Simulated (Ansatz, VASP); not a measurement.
**One calculation of CsBe2, two programs**

```
Cs Be
1.0
     0.00000    4.08562    4.08562
     4.08562    0.00000    4.08562
     4.08562    4.08562    0.00000
Cs Be
1 2
Cartesian
  0.0000 0.0000 0.0000
  2.0428 2.0428 2.0428
  6.1284 6.1284 6.1284
```

Alike in both runs: functional PBE; k mesh 6 × 6 × 6; occupations gaussian, width 0.1 eV; no spin polarisation.

Ansatz relaxed the structure, and its values are those at the end. VASP's run is a single point on that final structure, the one shown.

|  | VASP | Ansatz |
| --- | --- | --- |
| version | VASP 6.6.1 | Ansatz 0.2.0 |
| potentials or method | VASP PAW PBE potentials, release 64 (Cs_sv, Be), cutoff 520 eV | scalar-relativistic, plane waves, PAW |
| valence electrons in the cell | 13 | 13 |

|  | VASP | Ansatz | Ansatz less VASP |
| --- | --- | --- | --- |
| gap on the k mesh at the Fermi level (eV) | none | none | - |
| pressure (GPa) | 0.1 | 0.1 | 0.00 |

A gap of «none» marks a metal or a gap that the smearing closes.

Neither program's run includes spin-orbit coupling.
